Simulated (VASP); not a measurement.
The system is GaAs.

```
Ga As
1.0
     0.00000    2.82685    2.82685
     2.82685    0.00000    2.82685
     2.82685    2.82685    0.00000
Ga As
1 1
Direct
  0.00000 0.00000 0.00000
  0.75000 0.75000 0.75000
```

Base run:

| Quantity | Value |
| --- | --- |
| Program | VASP 6.6.1 |
| Functional | PBEsol |
| Potentials or basis | VASP PAW PBE potentials, release 64 (Ga_d, As) |
| Cutoff | 500 eV |
| k mesh | 11 × 11 × 11 |
| Occupations | fermi-dirac, width 0.05 eV |
| Spin | no spin polarisation |

Its results: band gap on the k mesh 0.46 eV, direct; pressure 0.4 GPa.

The run is repeated on the same cell with these changes: functional from PBEsol to PBE; cutoff from 500 eV to 520 eV. What comes out?

Band gap on the k mesh 0.52 eV, direct; pressure 3.5 GPa.

PBE binds less tightly than PBEsol, so the same cell stands under more pressure.

Caveats: the PAW data sets were made with another functional, which shifts forces and pressure a little (some runs).

A k mesh can miss the band edges.
